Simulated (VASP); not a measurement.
# Te2Mo in VASP: further runs

Runs on Te2Mo. Level: PBE+D3(BJ). Tasks: single point.

All numbers are computed with VASP 6.6.1; they aren't measurements. Logs are shortened: lines on timing, memory, paths and dates and some standing lists are left out, and cuts for length are marked.

## 1. The cell of the first run

The cell holds a slab with vacuum, 6 atoms: a = 3.504 Å, b = 3.504 Å, c = 24.768 Å, α = 90.00°, β = 90.00°, γ = 120.00°.

## 2. Single point, PBE+D3(BJ)

Contents of INCAR:

```
SYSTEM = Te2Mo
PREC     = Accurate       ! precision mode
ENCUT    = 520            ! plane-wave cutoff, eV
EDIFF    = 1E-6           ! SCF threshold, eV
ISMEAR   = 0              ! smearing method
SIGMA    = 0.05           ! smearing width, eV
LREAL    = .False.        ! projectors in reciprocal space
LASPH    = .True.         ! aspherical terms in the spheres
NELM     = 100            ! most SCF steps
ALGO     = Normal         ! electronic algorithm
ISIF     = 2              ! what is computed and relaxed
LWAVE    = .False.        ! write WAVECAR
LCHARG   = .False.        ! write CHGCAR
LDIPOL   = .True.       
IDIPOL   = 3            
DIPOL    = 0.5 0.5 0.399
GGA      = PE             ! functional
IVDW     = 12             ! dispersion correction
NBANDS   = 35             ! bands
```

Contents of KPOINTS:

```
regular mesh
0
Gamma
  9 9 1
  0 0 0
```

Contents of POSCAR:

```
Te2Mo
1.0
    3.5038817003      0.0000000000      0.0000000000
   -1.7519408501      3.0344505643      0.0000000000
    0.0000000000      0.0000000000     24.7677199090
Te Mo
4 2
Direct
    0.3333333333      0.6666666667      0.1816881011
    0.3333333333      0.6666666667      0.3284056823
    0.6666666667      0.8333333333      0.4689111471
    0.6666666667      0.8333333333      0.6156287282
    0.6666666667      0.3333333333      0.2550468917
    0.3333333333      1.1666666667      0.5422699377
```

Potentials or basis: VASP PAW PBE potentials, release 64 (Te, Mo_sv).

Run with:

```bash
$ cat potpaw_PBE.64/Te/POTCAR potpaw_PBE.64/Mo_sv/POTCAR > POTCAR
$ mpirun -np 1 vasp_std > vasp.out
```

OUTCAR:

```text
SYSTEM = Te2Mo
   PREC = Accurate
   ENCUT = 520
   EDIFF = 1E-6
   ISMEAR = 0
   LREAL = .False.
   LASPH = .True.
   NELM = 100
   ISIF = 2
   GGA = PE
   IVDW = 12
 IVDW          = 12

 ion  position               nearest neighbor table
   1  0.333  0.667  0.182-   5 2.72   5 2.72   5 2.72   2 3.63
   2  0.333  0.667  0.328-   5 2.72   5 2.72   5 2.72   3 3.62   1 3.63
   3  0.667  0.833  0.469-   6 2.72   6 2.72   6 2.72   2 3.62   4 3.63
   4  0.667  0.833  0.616-   6 2.72   6 2.72   6 2.72   3 3.63
   5  0.667  0.333  0.255-   1 2.72   2 2.72   1 2.72   2 2.72   1 2.72   2 2.72
   6  0.333  0.167  0.542-   4 2.72   4 2.72   4 2.72   3 2.72   3 2.72   3 2.72

  LATTYP: Found a hexagonal cell.
 ALAT       =     3.5038817003
 C/A-ratio  =     7.0686518631

  Lattice vectors:

 A1 = (   3.5038817003,   0.0000000000,   0.0000000000)
 A2 = (  -1.7519408501,   3.0344505643,   0.0000000000)
 A3 = (   0.0000000000,   0.0000000000,  24.7677199090)

Analysis of symmetry for initial positions (statically):
=====================================================================
 Subroutine PRICEL returns:
 Original cell was already a primitive cell.

 Routine SETGRP: Setting up the symmetry group for a
 hexagonal supercell.

 Subroutine GETGRP returns: Found  4 space group operations
 (whereof  2 operations were pure point group operations)
 out of a pool of 24 trial point group operations.

The static configuration has the point symmetry C_1h.
 The point group associated with its full space group is C_2h.

Analysis of symmetry for dynamics (positions and initial velocities):
=====================================================================
 Subroutine PRICEL returns:
 Original cell was already a primitive cell.

 Routine SETGRP: Setting up the symmetry group for a
 hexagonal supercell.

 Subroutine GETGRP returns: Found  4 space group operations
 (whereof  2 operations were pure point group operations)
 out of a pool of 24 trial point group operations.

The dynamic configuration has the point symmetry C_1h.
 The point group associated with its full space group is C_2h.

 Subroutine INISYM returns: Found  4 space group operations
 (whereof  2 operations are pure point group operations),
 and found     1 'primitive' translations

----------------------------------------------------------------------------------------

                                     Primitive cell

  volume of cell :     263.3392

  direct lattice vectors                    reciprocal lattice vectors
     3.503881700  0.000000000  0.000000000     0.285397763  0.164774475  0.000000000
    -1.751940850  3.034450564  0.000000000     0.000000000  0.329548951  0.000000000
     0.000000000  0.000000000 24.767719909     0.000000000  0.000000000  0.040375134

  length of vectors
     3.503881700  3.503881700 24.767719909     0.329548951  0.329548951  0.040375134

  position of ions in fractional coordinates (direct lattice)
     0.333333333  0.666666667  0.181688101
     0.333333333  0.666666667  0.328405682
     0.666666667  0.833333333  0.468911147
     0.666666667  0.833333333  0.615628728
     0.666666667  0.333333333  0.255046892
     0.333333333  0.166666667  0.542269938

  ion indices of the primitive-cell ions
   primitive index   ion index
                 1           1
                 2           2
                 3           3
                 4           4
                 5           5
                 6           6

----------------------------------------------------------------------------------------

 KPOINTS: regular mesh

Automatic generation of k-mesh.
 Grid dimensions read from file:
 generate k-points for:    9    9    1

 Generating k-lattice:

  Cartesian coordinates                     Fractional coordinates (reciprocal lattice)
     0.031710863  0.018308275  0.000000000     0.111111111  0.000000000  0.000000000
     0.000000000  0.036616550  0.000000000     0.000000000  0.111111111  0.000000000
     0.000000000  0.000000000  0.040375134     0.000000000  0.000000000  1.000000000

  Length of vectors
     0.036616550  0.036616550  0.040375134

  Shift w.r.t. Gamma in fractional coordinates (k-lattice)
     0.000000000  0.000000000  0.000000000

 Subroutine IBZKPT returns following result:
 ===========================================

 Found     25 irreducible k-points:

 Following reciprocal coordinates:
            Coordinates               Weight
  0.000000  0.000000  0.000000      1.000000
  0.111111  0.000000  0.000000      2.000000
  0.000000  0.111111  0.000000      4.000000
  0.222222 -0.000000  0.000000      2.000000
  0.000000  0.222222  0.000000      4.000000
  0.333333  0.000000  0.000000      2.000000
[... 16 lines left out ...]
 -0.222222 -0.444444  0.000000      4.000000
  0.444444  0.333333  0.000000      4.000000
   k-points           NKPTS =     25   k-points in BZ     NKDIM =     25   number of bands    NBANDS=     35
   number of dos      NEDOS =    301   number of ions     NIONS =      6
   total plane-waves  NPLWV = 150528
   dimension x,y,z NGX =    28 NGY =   28 NGZ =  192
   dimension x,y,z NGXF=    56 NGYF=   56 NGZF=  384
   ions per type =               4   2
   NGX,Y,Z   is equivalent  to a cutoff of  13.28, 13.28, 12.89 a.u.
   NGXF,Y,Z  is equivalent  to a cutoff of  26.57, 26.57, 25.77 a.u.
 SYSTEM =  Te2Mo
   PREC   = accura    normal or accurate (medium, high low for compatibility)
   ISTART =      0    job   : 0-new  1-cont  2-samecut
   ICHARG =      2    charge: 1-file 2-atom 10-const
   ISPIN  =      1    spin polarized calculation?
   LNONCOLLINEAR =      F non collinear calculations
   LSORBIT =      F    spin-orbit coupling
   LASPH  =      T    aspherical Exc in radial PAW
   ENCUT  =  520.0 eV  38.22 Ry    6.18 a.u.   6.51  6.51 46.05*2*pi/ulx,y,z
   NELM   =    100;   NELMIN=  2; NELMDL= -5     # of ELM steps
   EDIFF  = 0.1E-05   stopping-criterion for ELM
   LREAL  =      F    real-space projection
   EDIFFG = 0.1E-04   stopping-criterion for IOM
   NSW    =      0    number of steps for IOM
   IBRION =     -1    ionic relax: 0-MD 1-quasi-New 2-CG
   NFREE  =      0    steps in history (QN), initial steepest desc. (CG)
   ISIF   =      2    stress and relaxation
   ISYM   =      2    0-nonsym 1-usesym 2-fastsym
   POTIM  = 0.5000    time-step for ionic-motion
   TEBEG  =    0.0;   TEEND  =   0.0 temperature during run
   PSTRESS=    0.0 pullay stress
   NELECT =      52.0000    total number of electrons
   NUPDOWN=      -1.0000    fix difference up-down
   EMIN   =  10.00;   EMAX   =-10.00  energy-range for DOS
   EFERMI =   0.00;   METHOD = LEGACY
   ISMEAR =     0;   SIGMA  =   0.05  broadening in eV -4-tet -1-fermi 0-gaus
   EFERMI_NEDOS =   21; number of points for ismear=-14 and -15
   IALGO  =     38    algorithm
   IMIX   =      4    mixing-type and parameters
     AMIX     =   0.40;   BMIX     =  1.00
     AMIX_MAG =   1.60;   BMIX_MAG =  1.00
  volume/ion in A,a.u.               =      43.89       296.18
  Fermi-wavevector in a.u.,A,eV,Ry     =   0.953317  1.801508 12.365161  0.908814
  Thomas-Fermi vector in A             =   2.081961
   LORBIT       =      0    0 simple, 1 ext, 2 COOP (PROOUT), +10 PAW based schemes
   GGA     = PE    functional components
   LHFCALC =     F    Hartree Fock is set to
   AEXX    =    0.0000 exact exchange contribution
   IVDW    =    12    specifies the selected vdW correction
   LEPSILON=     F    determine dielectric tensor
   LRPA    =     F    only Hartree local field effects (RPA)
 non-spin polarized calculation
 Gauss-broadening in eV      SIGMA  =   0.05
  energy-cutoff  :      520.00
  volume of cell :      263.34
 maximum number of plane-waves:      7173
 NGX is ok and might be reduce to    28
   NGX = 13   NGY = 13   NGZ = 93

 dipolmoment           0.000000      0.000000     -0.000000 electrons x Angstroem

 number of electron      51.9999998 magnetization

 dipolmoment           0.000000      0.000000      0.000000 electrons x Angstroem

 Free energy of the ion-electron system (eV)
  ---------------------------------------------------
  ext. energy  EPLUGINS =         0.00000000
  ---------------------------------------------------
  free energy    TOTEN  =       -35.89589626 eV

  energy without entropy =      -35.89589626  energy(sigma->0) =      -35.89589626

 E-fermi :   2.7607     XC(G=0):  -6.3884

 val. band max:        2.4854667154   @ k =   0.3333   0.3333   0.0000
 cond. band min:       3.5747081699   @ k =   0.2222   0.2222   0.0000
 fundamental gap:      1.0892414545
 Fermi energy:         2.7607195420

 k-point     1 :       0.0000    0.0000    0.0000
  band No.  band energies     occupation
      1     -58.1773      2.00000
      2     -58.1773      2.00000
      3     -32.3566      2.00000
      4     -32.3566      2.00000
      5     -32.2102      2.00000
      6     -32.2102      2.00000
[... 27 lines left out ...]
     34       5.9915      0.00000
     35       6.6710      0.00000

 k-point     2 :       0.1111    0.0000    0.0000
  band No.  band energies     occupation
      1     -58.1761      2.00000
      2     -58.1761      2.00000
      3     -32.3531      2.00000
      4     -32.3531      2.00000
      5     -32.2252      2.00000
      6     -32.2251      2.00000
[... 27 lines left out ...]
     34       5.8493      0.00000
     35       6.9111      0.00000

 k-point     3 :       0.0000    0.1111    0.0000
  band No.  band energies     occupation
      1     -58.1761      2.00000
      2     -58.1761      2.00000
      3     -32.3531      2.00000
      4     -32.3531      2.00000
      5     -32.2259      2.00000
      6     -32.2259      2.00000
[... 27 lines left out ...]
     34       5.7879      0.00000
     35       6.9089      0.00000

 k-point     4 :       0.2222   -0.0000    0.0000
  band No.  band energies     occupation
      1     -58.1730      2.00000
      2     -58.1730      2.00000
      3     -32.3444      2.00000
      4     -32.3444      2.00000
      5     -32.2652      2.00000
      6     -32.2652      2.00000
[... 27 lines left out ...]
     34       6.1007      0.00000
     35       7.4620      0.00000

 k-point     5 :       0.0000    0.2222    0.0000
  band No.  band energies     occupation
      1     -58.1730      2.00000
      2     -58.1730      2.00000
      3     -32.3443      2.00000
      4     -32.3443      2.00000
      5     -32.2660      2.00000
      6     -32.2660      2.00000
[... 638 lines left out ...]
 k-point    22 :       0.3333    0.2222    0.0000
  band No.  band energies     occupation
      1     -58.1663      2.00000
      2     -58.1663      2.00000
      3     -32.3285      2.00000
      4     -32.3285      2.00000
      5     -32.3203      2.00000
      6     -32.3203      2.00000
[... 27 lines left out ...]
     34       6.5663      0.00000
     35       7.2836      0.00000

 k-point    23 :      -0.2222   -0.4444    0.0000
  band No.  band energies     occupation
      1     -58.1663      2.00000
      2     -58.1663      2.00000
      3     -32.3263      2.00000
      4     -32.3263      2.00000
      5     -32.3235      2.00000
      6     -32.3235      2.00000
[... 27 lines left out ...]
     34       6.4196      0.00000
     35       6.8948      0.00000

 k-point    24 :       0.4444    0.3333    0.0000
  band No.  band energies     occupation
      1     -58.1663      2.00000
      2     -58.1663      2.00000
      3     -32.3275      2.00000
      4     -32.3275      2.00000
      5     -32.3219      2.00000
      6     -32.3219      2.00000
[... 27 lines left out ...]
     34       6.3918      0.00000
     35       6.9899      0.00000

 [... further k-points ...]

------------------------ aborting loop because EDIFF is reached ----------------------------------------

 vacuum level on the upper side and lower side of the slab       (xc-potential included)        -0.129        -0.129

 Edisp (eV)   -2.78853

 E8    (eV) :    -1.3191

  FORCE on cell =-STRESS in cart. coord.  units (eV):
  Direction    XX          YY          ZZ          XY          YZ          ZX
  --------------------------------------------------------------------------------------
  -------------------------------------------------------------------------------------
  Total       0.00565    -0.15829     0.57450     0.14198     0.29977     0.51921
  in kB       0.03438    -0.96307     3.49528     0.86381     1.82381     3.15894
  external pressure =        0.86 kB  Pullay stress =        0.00 kB

 VOLUME and BASIS-vectors are now :
 -----------------------------------------------------------------------------
  energy-cutoff  :      520.00
  volume of cell :      263.34
      direct lattice vectors                 reciprocal lattice vectors
     3.503881700  0.000000000  0.000000000     0.285397763  0.164774475  0.000000000
    -1.751940850  3.034450564  0.000000000     0.000000000  0.329548951  0.000000000
     0.000000000  0.000000000 24.767719909     0.000000000  0.000000000  0.040375134

 POSITION                                       TOTAL-FORCE (eV/Angst)
 -----------------------------------------------------------------------------------
     -0.00000      2.02297      4.50000        -0.000551     -0.000318     -0.000054
     -0.00000      2.02297      8.13386        -0.090746     -0.052392     -0.145159
      0.87597      2.52871     11.61386         0.090746      0.052392      0.145159
      0.87597      2.52871     15.24772         0.000551      0.000318      0.000054
      1.75194      1.01148      6.31693        -0.028099     -0.016223     -0.017700
      0.87597      0.50574     13.43079         0.028099      0.016223      0.017700
 -----------------------------------------------------------------------------------
    total drift:                               -0.000000     -0.000000      0.000031

  FREE ENERGIE OF THE ION-ELECTRON SYSTEM (eV)
  ---------------------------------------------------
  free  energy   TOTEN  =       -38.6844308997 eV

  energy  without entropy=      -38.6844308997  energy(sigma->0) =      -38.68443090

 vacuum level on the upper side and lower side of the slab         7.215         7.215
```

Wall time 3.6 min (1 thread of Intel Xeon 6975P-C (Granite Rapids), shared host); peak memory 0.48 GiB.

Results:

```
Free energy                : -38.6844 eV
Largest force              : 0.179 eV/Å
Band gap on the k mesh     : 1.09 eV, indirect (least direct gap 1.16 eV)
Dispersion energy per atom : -0.465 eV
```

Forces in eV/Å, atoms in the order of the input:
```
Te  -0.001  0.000  0.000
Te  -0.091 -0.052 -0.145
Te   0.091  0.052  0.145
Te   0.001  0.000  0.000
Mo  -0.028 -0.016 -0.018
Mo   0.028  0.016  0.018
```

Caveat: spin-orbit coupling is left out, which moves the levels of the heavy elements.

## 3. Single point, PBE+D3(BJ)

Contents of INCAR:

```
SYSTEM = Te2Mo
ALGO = Normal
DIPOL = 0.5 0.5 0.399
EDIFF = 1E-6
ENCUT = 520
GGA = PE
IDIPOL = 3
ISIF = 2
ISMEAR = 0
IVDW = 12
LASPH = .True.
LCHARG = .False.
LDIPOL = .True.
LREAL = .False.
LWAVE = .False.
NBANDS = 35
NELM = 60
PREC = Accurate
SIGMA = 0.05
```

Contents of KPOINTS:

```
k-points
0
Gamma
  9 9 1
  0 0 0
```

Contents of POSCAR:

```
Te2Mo
1.0
    3.5038817003      0.0000000000      0.0000000000
   -1.7519408501      3.0344505643      0.0000000000
    0.0000000000      0.0000000000     24.7677199090
Te Mo
4 2
Direct
    0.3333333333      0.6666666667      0.1816881011
    0.3333333333      0.6666666667      0.3284056823
    0.3333333333      1.1666666667      0.4689111471
    0.3333333333      1.1666666667      0.6156287282
    0.6666666667      0.3333333333      0.2550468917
    0.0000000000      1.5000000000      0.5422699377
```

Potentials or basis: VASP PAW PBE potentials, release 64 (Te, Mo_sv).

Run with:

```bash
$ cat potpaw_PBE.64/Te/POTCAR potpaw_PBE.64/Mo_sv/POTCAR > POTCAR
$ mpirun -np 1 vasp_std > vasp.out
```

Wall time 8.2 min (1 thread of Intel Xeon 6975P-C (Granite Rapids), shared host); peak memory 0.47 GiB.

The run converged. Its results:

| Property | Result |
| --- | --- |
| Free energy | -38.7574 eV |
| Largest force | 0.027 eV/Å |
| Band gap on the k mesh | 1.08 eV, indirect (least direct gap 1.14 eV) |
| Dispersion energy per atom | -0.465 eV |

Forces on the atoms (eV/Å):
```
Te   0.006  0.003 -0.001
Te  -0.017 -0.010  0.017
Te   0.017  0.010 -0.017
Te  -0.006 -0.003  0.001
Mo  -0.021 -0.012  0.011
Mo   0.021  0.012 -0.011
```

Levels at points of the mesh, in eV from the valence-band top:
| k point | band 22 | band 23 | band 24 | band 25 | band 26 | band 27 | band 28 | band 29 | band 30 | band 31 |
| --- | --- | --- | --- | --- | --- | --- | --- | --- | --- | --- |
| (0.00, 0.00, 0.00) | -0.86 | -0.85 | -0.85 | -0.75 | -0.07 | 3.04 | 3.13 | 3.19 | 3.22 | 3.38 |

Caveat: spin-orbit coupling is left out, which moves the levels of the heavy elements.

## 4. Single point, PBE+D3(BJ)

Contents of INCAR:

```
SYSTEM = Te2Mo
PREC     = Accurate       ! precision mode
ENCUT    = 520            ! plane-wave cutoff, eV
EDIFF    = 1E-6           ! SCF threshold, eV
ISMEAR   = 0              ! smearing method
SIGMA    = 0.05           ! smearing width, eV
LREAL    = .FALSE.        ! projectors in reciprocal space
LASPH    = .TRUE.         ! aspherical terms in the spheres
NELM     = 80             ! most SCF steps
ALGO     = Normal         ! electronic algorithm
ISIF     = 2              ! what is computed and relaxed
LWAVE    = .FALSE.        ! write WAVECAR
LCHARG   = .FALSE.        ! write CHGCAR
LDIPOL   = .TRUE.       
IDIPOL   = 3            
DIPOL    = 0.5 0.5 0.399
GGA      = PE             ! functional
IVDW     = 12             ! dispersion correction
NBANDS   = 35             ! bands
```

Contents of KPOINTS:

```
Automatic mesh
0
G
  9 9 1
  0 0 0
```

Contents of POSCAR:

```
Te2Mo
1.0
    3.5038817003      0.0000000000      0.0000000000
   -1.7519408501      3.0344505643      0.0000000000
    0.0000000000      0.0000000000     24.7677199090
Te Mo
4 2
Direct
    0.3333333333      0.6666666667      0.1816881011
    0.3333333333      0.6666666667      0.3284056823
    0.5000000000      1.0000000000      0.4689111471
    0.5000000000      1.0000000000      0.6156287282
    0.6666666667      0.3333333333      0.2550468917
    0.1666666667      1.3333333333      0.5422699377
```

Run with:

```bash
$ cat potpaw_PBE.64/Te/POTCAR potpaw_PBE.64/Mo_sv/POTCAR > POTCAR
$ mpirun -np 1 vasp_std > vasp.out
```

Run time: 7.7 min. Hardware: 1 thread of Intel Xeon 6975P-C (Granite Rapids), shared host; peak memory 0.48 GiB.

The run converged. Its results:

* Free energy: -38.7020 eV
* Largest force: 0.161 eV/Å
* Band gap on the k mesh: 1.06 eV, indirect (least direct gap 1.15 eV)
* Dispersion energy per atom: -0.465 eV

Forces in eV/Å, atoms in the order of the input:
```
Te   0.000  0.007  0.005
Te   0.000 -0.123 -0.103
Te   0.000  0.123  0.103
Te   0.000 -0.007 -0.005
Mo   0.000 -0.059 -0.027
Mo   0.000  0.059  0.027
```

Levels at points of the mesh, in eV from the valence-band top:
| k point | band 24 | band 25 | band 26 | band 27 | band 28 | band 29 |
| --- | --- | --- | --- | --- | --- | --- |
| (0.00, 0.00, 0.00) | -0.85 | -0.75 | -0.04 | 3.09 | 3.13 | 3.17 |

Caveat: spin-orbit coupling is left out, which moves the levels of the heavy elements.
